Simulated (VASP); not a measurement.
# MoS2: single point with PBEsol

MoS2:

```xyz
6
Lattice="3.1102 0.0000 0.0000 -1.5551 2.6935 0.0000 0.0000 0.0000 12.5703" Properties=species:S:1:pos:R:3 pbc="T T T"
Mo    0.0000    1.7957    3.1426
Mo    1.5551    0.8978    9.4277
S     0.0000    1.7957    7.8689
S     1.5551    0.8978    1.5838
S     0.0000    1.7957   10.9865
S     1.5551    0.8978    4.7014
```

```yaml
Program: VASP 6.6.1
Task: single point
Functional: PBEsol
Potentials_or_basis: VASP PAW PBE potentials, release 64 (Mo_sv, S)
Cutoff: 520 eV
k_mesh: 12 × 12 × 2
Occupations: methfessel-paxton, width 0.147 eV
Spin: no spin polarisation
```

| Item | Value |
| --- | --- |
| Pressure | 3.1 GPa |
| Largest force | 0.221 eV/Å |
| Band gap on the k mesh | 1.02 eV, indirect (least direct gap 1.85 eV) |

Forces on the atoms (eV/Å):
```
Mo   0.000  0.000  0.000
Mo   0.000  0.000  0.000
S    0.000  0.000 -0.221
S    0.000  0.000 -0.221
S    0.000  0.000  0.221
S    0.000  0.000  0.221
```

Stress tensor (GPa, compression positive):
```
3.60 0.00 0.00
0.00 3.60 0.00
0.00 0.00 2.09
```

Levels at points of the mesh, in eV from the valence-band top:
```csv
k point,band 22,band 23,band 24,band 25,band 26,band 27,band 28,band 29,band 30,band 31
"(0.00, 0.00, 0.00)",-1.96,-1.96,-1.34,-1.19,0.00,2.42,2.42,2.44,2.44,2.64
"(0.50, 0.00, 0.00)",-2.48,-1.45,-1.30,-1.28,-1.21,1.97,2.00,2.32,2.61,3.11
"(0.00, 0.00, 0.50)",-1.97,-1.97,-1.97,-0.31,-0.31,2.43,2.43,2.43,2.43,2.71
"(0.50, 0.00, 0.50)",-2.59,-1.38,-1.38,-1.24,-1.24,1.98,1.98,2.48,2.48,3.45
```

Run time: 84 s on 1 thread of Intel(R) Xeon(R) Platinum 8488C (Sapphire Rapids), on a shared host, peak memory 0.27 GiB.

Caveat: the PAW data sets were made with another functional, which shifts forces and pressure a little; this functional lacks dispersion, which binds the layers, so the pressure and a relaxed spacing across them are unreliable. A k mesh can miss the band edges.
